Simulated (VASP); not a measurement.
SiC:

```
Si C
1.0
     3.07536    0.00000    0.00000
    -1.53768    2.66334    0.00000
     0.00000    0.00000    5.04811
Si C
2 2
Direct
  0.33333 0.66667 0.99959
  0.66667 0.33333 0.49959
  0.33333 0.66667 0.37541
  0.66667 0.33333 0.87541
```

Base run:

```yaml
Program: VASP 6.6.1
Functional: r2SCAN
Potentials_or_basis: VASP PAW PBE potentials, release 64 (Si, C)
Cutoff: 520 eV
k_mesh: 12 × 12 × 6
Occupations: gaussian, width 0.01 eV
Spin: no spin polarisation
```

Its results: band gap on the k mesh 2.66 eV, indirect (least direct gap 4.48 eV); pressure -0.2 GPa.

The run is repeated on the same cell with these changes: functional from r2SCAN to LDA; potentials or basis from VASP PAW PBE potentials, release 64 (Si, C) to VASP PAW LDA potentials, release 64 (Si, C). What comes out?

Band gap on the k mesh 2.15 eV, indirect (least direct gap 3.88 eV); pressure -3.8 GPa.

Caveats: the PAW data sets were made with another functional, which shifts forces and pressure a little (some runs).

A k mesh can miss the band edges.
